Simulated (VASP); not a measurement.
# Rb (Fd-3m) in VASP: single point with PBEsol

Aim: the single point of Rb with PBEsol.

Everything below comes from runs of VASP 6.6.1. Logs are shortened: lines on timing, memory, paths and dates and some standing lists are left out, and cuts for length are marked.

**1. The cell of the first run**

The structure is cubic, space group Fd-3m (No. 227). The conventional cell has a = 10.159 Å, b = 10.159 Å, c = 10.159 Å, α = 90.00°, β = 90.00°, γ = 90.00°. Within 5.8 Å of Rb (site symmetry -43m) lie 4 Rb at 4.40 Å.

**2. Single point, PBEsol**

INCAR

```
SYSTEM = Rb
PREC = Accurate ; ENCUT = 520
EDIFF = 1E-6 ; ISMEAR = -1
SIGMA = 0.13605693000000002 ; LREAL = .False.
LASPH = .True. ; NELM = 100
ALGO = Normal ; ISIF = 2
LWAVE = .False. ; LCHARG = .False.
GGA = PS ; NBANDS = 16
```

KPOINTS

```
regular mesh
0
Gamma
  8 8 8
  0 0 0
```

POSCAR

```
Rb
1.0
    0.0000000000      5.0795283419      5.0795283419
    5.0795283419      0.0000000000      5.0795283419
    5.0795283419      5.0795283419      0.0000000000
Rb
2
Direct
    0.0000000000      0.0000000000      0.0000000000
    0.2500000000      0.2500000000      0.2500000000
```

Potentials or basis: VASP PAW PBE potentials, release 64 (Rb_sv).

Run with:

```console
$ cat potpaw_PBE.64/Rb_sv/POTCAR > POTCAR
$ mpirun -np 1 vasp_std > vasp.out
```

OUTCAR:

```text
SYSTEM = Rb
   PREC = Accurate
   ENCUT = 520
   EDIFF = 1E-6
   ISMEAR = -1
   LREAL = .False.
   LASPH = .True.
   NELM = 100
   ISIF = 2
   GGA = PS

 ion  position               nearest neighbor table
   1  0.000  0.000  0.000-   2 4.40   2 4.40   2 4.40   2 4.40
   2  0.250  0.250  0.250-   1 4.40   1 4.40   1 4.40   1 4.40

  LATTYP: Found a face centered cubic cell.
 ALAT       =    10.1590566838

  Lattice vectors:

 A1 = (   0.0000000000,   5.0795283419,   5.0795283419)
 A2 = (   5.0795283419,   0.0000000000,   5.0795283419)
 A3 = (   5.0795283419,   5.0795283419,   0.0000000000)

Analysis of symmetry for initial positions (statically):
=====================================================================
 Subroutine PRICEL returns:
 Original cell was already a primitive cell.

 Routine SETGRP: Setting up the symmetry group for a
 face centered cubic supercell.

 Subroutine GETGRP returns: Found 48 space group operations
 (whereof 24 operations were pure point group operations)
 out of a pool of 48 trial point group operations.

The static configuration has the point symmetry T_d .
 The point group associated with its full space group is O_h .

Analysis of symmetry for dynamics (positions and initial velocities):
=====================================================================
 Subroutine PRICEL returns:
 Original cell was already a primitive cell.

 Routine SETGRP: Setting up the symmetry group for a
 face centered cubic supercell.

 Subroutine GETGRP returns: Found 48 space group operations
 (whereof 24 operations were pure point group operations)
 out of a pool of 48 trial point group operations.

The dynamic configuration has the point symmetry T_d .
 The point group associated with its full space group is O_h .

 Subroutine INISYM returns: Found 48 space group operations
 (whereof 24 operations are pure point group operations),
 and found     1 'primitive' translations

----------------------------------------------------------------------------------------

                                     Primitive cell

  volume of cell :     262.1200

  direct lattice vectors                    reciprocal lattice vectors
     0.000000000  5.079528342  5.079528342    -0.098434336  0.098434336  0.098434336
     5.079528342  0.000000000  5.079528342     0.098434336 -0.098434336  0.098434336
     5.079528342  5.079528342  0.000000000     0.098434336  0.098434336 -0.098434336

  length of vectors
     7.183537872  7.183537872  7.183537872     0.170493271  0.170493271  0.170493271

  position of ions in fractional coordinates (direct lattice)
     0.000000000  0.000000000  0.000000000
     0.250000000  0.250000000  0.250000000

  ion indices of the primitive-cell ions
   primitive index   ion index
                 1           1
                 2           2

----------------------------------------------------------------------------------------

 KPOINTS: regular mesh

Automatic generation of k-mesh.
 Grid dimensions read from file:
 generate k-points for:    8    8    8

 Generating k-lattice:

  Cartesian coordinates                     Fractional coordinates (reciprocal lattice)
    -0.012304292  0.012304292  0.012304292     0.125000000  0.000000000  0.000000000
     0.012304292 -0.012304292  0.012304292     0.000000000  0.125000000  0.000000000
     0.012304292  0.012304292 -0.012304292     0.000000000  0.000000000  0.125000000

  Length of vectors
     0.021311659  0.021311659  0.021311659

  Shift w.r.t. Gamma in fractional coordinates (k-lattice)
     0.000000000  0.000000000  0.000000000

 Subroutine IBZKPT returns following result:
 ===========================================

 Found     29 irreducible k-points:

 Following reciprocal coordinates:
            Coordinates               Weight
  0.000000  0.000000  0.000000      1.000000
  0.125000  0.000000  0.000000      8.000000
  0.250000  0.000000  0.000000      8.000000
  0.375000  0.000000  0.000000      8.000000
  0.500000  0.000000  0.000000      4.000000
  0.125000  0.125000  0.000000      6.000000
[... 16 lines left out ...]
  0.500000  0.250000  0.125000     48.000000
 -0.375000  0.250000  0.125000     24.000000
 [... further k-points ...]
   k-points           NKPTS =     29   k-points in BZ     NKDIM =     29   number of bands    NBANDS=     16
   number of dos      NEDOS =    301   number of ions     NIONS =      2
   total plane-waves  NPLWV = 157464
   dimension x,y,z NGX =    54 NGY =   54 NGZ =   54
   dimension x,y,z NGXF=   108 NGYF=  108 NGZF=  108
   ions per type =               2
   NGX,Y,Z   is equivalent  to a cutoff of  12.50, 12.50, 12.50 a.u.
   NGXF,Y,Z  is equivalent  to a cutoff of  24.99, 24.99, 24.99 a.u.
 SYSTEM =  Rb
   PREC   = accura    normal or accurate (medium, high low for compatibility)
   ISTART =      0    job   : 0-new  1-cont  2-samecut
   ICHARG =      2    charge: 1-file 2-atom 10-const
   ISPIN  =      1    spin polarized calculation?
   LNONCOLLINEAR =      F non collinear calculations
   LSORBIT =      F    spin-orbit coupling
   LASPH  =      T    aspherical Exc in radial PAW
   ENCUT  =  520.0 eV  38.22 Ry    6.18 a.u.  13.36 13.36 13.36*2*pi/ulx,y,z
   NELM   =    100;   NELMIN=  2; NELMDL= -5     # of ELM steps
   EDIFF  = 0.1E-05   stopping-criterion for ELM
   LREAL  =      F    real-space projection
   EDIFFG = 0.1E-04   stopping-criterion for IOM
   NSW    =      0    number of steps for IOM
   IBRION =     -1    ionic relax: 0-MD 1-quasi-New 2-CG
   NFREE  =      0    steps in history (QN), initial steepest desc. (CG)
   ISIF   =      2    stress and relaxation
   ISYM   =      2    0-nonsym 1-usesym 2-fastsym
   POTIM  = 0.5000    time-step for ionic-motion
   TEBEG  =    0.0;   TEEND  =   0.0 temperature during run
   PSTRESS=    0.0 pullay stress
   NELECT =      18.0000    total number of electrons
   NUPDOWN=      -1.0000    fix difference up-down
   EMIN   =  10.00;   EMAX   =-10.00  energy-range for DOS
   EFERMI =   0.00;   METHOD = LEGACY
   ISMEAR =    -1;   SIGMA  =   0.14  broadening in eV -4-tet -1-fermi 0-gaus
   EFERMI_NEDOS =   21; number of points for ismear=-14 and -15
   IALGO  =     38    algorithm
   IMIX   =      4    mixing-type and parameters
     AMIX     =   0.40;   BMIX     =  1.00
     AMIX_MAG =   1.60;   BMIX_MAG =  1.00
  volume/ion in A,a.u.               =     131.06       884.44
  Fermi-wavevector in a.u.,A,eV,Ry     =   0.670397  1.266867  6.114902  0.449433
  Thomas-Fermi vector in A             =   1.745903
   LORBIT       =      0    0 simple, 1 ext, 2 COOP (PROOUT), +10 PAW based schemes
   GGA     = PS    functional components
   LHFCALC =     F    Hartree Fock is set to
   AEXX    =    0.0000 exact exchange contribution
   IVDW    =     0    specifies the selected vdW correction
   LEPSILON=     F    determine dielectric tensor
   LRPA    =     F    only Hartree local field effects (RPA)
 non-spin polarized calculation
  energy-cutoff  :      520.00
  volume of cell :      262.12
 maximum number of plane-waves:      7120
 NGX is ok and might be reduce to    54
   NGX = 27   NGY = 27   NGZ = 27

 number of electron      18.0000000 magnetization

 Free energy of the ion-electron system (eV)
  ---------------------------------------------------
  ext. energy  EPLUGINS =         0.00000000
  ---------------------------------------------------
  free energy    TOTEN  =        -1.53664840 eV

  energy without entropy =       -1.43145364  energy(sigma->0) =       -1.48405102

 E-fermi :  -0.6802     XC(G=0):  -4.6236

 val. band max:       -0.6917702468   @ k =  -0.3750   0.3750   0.0000
 cond. band min:      -0.6419148716   @ k =   0.5000   0.5000   0.0000
 fundamental gap:      0.0498553752
 Fermi energy:        -0.6801737480

 k-point     1 :       0.0000    0.0000    0.0000
  band No.  band energies     occupation
      1     -29.9612      2.00000
      2     -29.9448      2.00000
      3     -14.0885      2.00000
      4     -14.0885      2.00000
      5     -14.0885      2.00000
      6     -13.9946      2.00000
[... 8 lines left out ...]
     15       1.7215      0.00000
     16       1.7215      0.00000

 k-point     2 :       0.1250    0.0000    0.0000
  band No.  band energies     occupation
      1     -29.9608      2.00000
      2     -29.9452      2.00000
      3     -14.0900      2.00000
      4     -14.0900      2.00000
      5     -14.0881      2.00000
      6     -13.9954      2.00000
[... 8 lines left out ...]
     15       1.6233      0.00000
     16       1.7927      0.00000

 k-point     3 :       0.2500    0.0000    0.0000
  band No.  band energies     occupation
      1     -29.9595      2.00000
      2     -29.9465      2.00000
      3     -14.0936      2.00000
      4     -14.0936      2.00000
      5     -14.0871      2.00000
      6     -13.9972      2.00000
[... 8 lines left out ...]
     15       1.6445      0.00000
     16       1.9499      0.00000

 k-point     4 :       0.3750    0.0000    0.0000
  band No.  band energies     occupation
      1     -29.9579      2.00000
      2     -29.9481      2.00000
      3     -14.0969      2.00000
      4     -14.0969      2.00000
      5     -14.0862      2.00000
      6     -13.9989      2.00000
[... 8 lines left out ...]
     15       1.6607      0.00000
     16       2.1333      0.00000

 k-point     5 :       0.5000    0.0000    0.0000
  band No.  band energies     occupation
      1     -29.9571      2.00000
      2     -29.9489      2.00000
      3     -14.0983      2.00000
      4     -14.0983      2.00000
      5     -14.0858      2.00000
      6     -13.9997      2.00000
[... 8 lines left out ...]
     15       1.6637      0.00000
     16       2.2298      0.00000

 k-point     6 :       0.1250    0.1250    0.0000
  band No.  band energies     occupation
      1     -29.9606      2.00000
      2     -29.9454      2.00000
      3     -14.0918      2.00000
      4     -14.0918      2.00000
      5     -14.0851      2.00000
      6     -13.9984      2.00000
[... 8 lines left out ...]
     15       1.6603      0.00000
     16       1.8855      0.00000

 k-point     7 :       0.2500    0.1250    0.0000
  band No.  band energies     occupation
      1     -29.9596      2.00000
      2     -29.9464      2.00000
      3     -14.0955      2.00000
      4     -14.0955      2.00000
      5     -14.0820      2.00000
      6     -14.0021      2.00000
[... 8 lines left out ...]
     15       1.7325      0.00000
     16       1.9599      0.00000

 k-point     8 :       0.3750    0.1250    0.0000
  band No.  band energies     occupation
      1     -29.9580      2.00000
      2     -29.9480      2.00000
      3     -14.0999      2.00000
      4     -14.0987      2.00000
      5     -14.0792      2.00000
      6     -14.0054      2.00000
[... 8 lines left out ...]
     15       1.7563      0.00000
     16       2.0769      0.00000

 k-point     9 :       0.5000    0.1250    0.0000
  band No.  band energies     occupation
      1     -29.9568      2.00000
      2     -29.9492      2.00000
      3     -14.1029      2.00000
      4     -14.0998      2.00000
      5     -14.0778      2.00000
      6     -14.0072      2.00000
[... 8 lines left out ...]
     15       1.8566      0.00000
     16       2.2736      0.00000
[... 172 lines left out ...]
 k-point    19 :       0.5000    0.3750    0.0000
  band No.  band energies     occupation
      1     -29.9546      2.00000
      2     -29.9514      2.00000
      3     -14.1083      2.00000
      4     -14.1068      2.00000
      5     -14.0527      2.00000
      6     -14.0330      2.00000
[... 8 lines left out ...]
     15       2.1470      0.00000
     16       2.3057      0.00000

 k-point    20 :      -0.3750    0.3750    0.0000
  band No.  band energies     occupation
      1     -29.9542      2.00000
      2     -29.9518      2.00000
      3     -14.1100      2.00000
      4     -14.1053      2.00000
      5     -14.0539      2.00000
      6     -14.0315      2.00000
[... 8 lines left out ...]
     15       1.9808      0.00000
     16       2.4327      0.00000

 k-point    21 :       0.5000    0.5000    0.0000
  band No.  band energies     occupation
      1     -29.9530      2.00000
      2     -29.9530      2.00000
      3     -14.1082      2.00000
      4     -14.1082      2.00000
      5     -14.0430      2.00000
      6     -14.0430      2.00000
[... 8 lines left out ...]
     15       2.2982      0.00000
     16       2.2982      0.00000

 k-point    22 :       0.3750    0.2500    0.1250
  band No.  band energies     occupation
      1     -29.9584      2.00000
      2     -29.9476      2.00000
      3     -14.1015      2.00000
      4     -14.0977      2.00000
      5     -14.0765      2.00000
      6     -14.0081      2.00000
[... 8 lines left out ...]
     15       1.7725      0.00000
     16       2.0642      0.00000

 k-point    23 :       0.5000    0.2500    0.1250
  band No.  band energies     occupation
      1     -29.9568      2.00000
      2     -29.9492      2.00000
      3     -14.1058      2.00000
      4     -14.1007      2.00000
      5     -14.0708      2.00000
      6     -14.0141      2.00000
[... 8 lines left out ...]
     15       1.7891      0.00000
     16       2.1385      0.00000

 k-point    24 :      -0.3750    0.2500    0.1250
  band No.  band energies     occupation
      1     -29.9559      2.00000
      2     -29.9501      2.00000
      3     -14.1073      2.00000
      4     -14.1020      2.00000
      5     -14.0681      2.00000
      6     -14.0169      2.00000
[... 8 lines left out ...]
     15       1.9152      0.00000
     16       2.1948      0.00000

 [... further k-points ...]
[... 5 lines left out ...]
  --------------------------------------------------------------------------------------
  -------------------------------------------------------------------------------------
  Total       -0.0046597     -0.0046597     -0.0046597      0.0000000      0.0000000      0.0000000
  in kB       -0.0284820     -0.0284820     -0.0284820      0.0000000      0.0000000      0.0000000
  external PRESSURE =      -0.0284820 kB  Pullay stress =       0.0000000 kB

 VOLUME and BASIS-vectors are now :
 -----------------------------------------------------------------------------
  energy-cutoff  :      520.00
  volume of cell :      262.12
      direct lattice vectors                 reciprocal lattice vectors
     0.000000000  5.079528342  5.079528342    -0.098434336  0.098434336  0.098434336
     5.079528342  0.000000000  5.079528342     0.098434336 -0.098434336  0.098434336
     5.079528342  5.079528342  0.000000000     0.098434336  0.098434336 -0.098434336

 POSITION                                       TOTAL-FORCE (eV/Angst)
 -----------------------------------------------------------------------------------
      0.00000      0.00000      0.00000         0.000000      0.000000      0.000000
      2.53976      2.53976      2.53976        -0.000000     -0.000000     -0.000000
 -----------------------------------------------------------------------------------
    total drift:                                0.000000      0.000000     -0.000000

  FREE ENERGIE OF THE ION-ELECTRON SYSTEM (eV)
  ---------------------------------------------------
  free  energy   TOTEN  =        -1.5366484034 eV

  energy  without entropy=       -1.4314536386  energy(sigma->0) =       -1.48405102
```

Run time: 1.9 min. Hardware: 1 thread of Intel Xeon 6975P-C (Granite Rapids), shared host; peak memory 0.44 GiB.

What came out:

```yaml
Free_energy: -1.5366 eV
Pressure: 0.0 GPa
Band_gap_on_the_k_mesh: zero (band 9 reaches -0.47 eV, above the bottom of band 10 at -0.69 eV)
```

Levels at points of the mesh, in eV from the Fermi level:
```
           k point  band 7  band 8  band 9  band 10  band 11  band 12
(0.00, 0.00, 0.00)  -13.31  -13.31   -1.56     2.08     2.08     2.08
(0.50, 0.00, 0.00)  -13.30  -13.30   -0.60    -0.01     1.80     1.80
(0.50, 0.50, 0.00)  -13.30  -13.30    0.04     0.04     1.12     1.12
```

Caveat: the PAW data sets were made with another functional, which shifts forces and pressure a little.
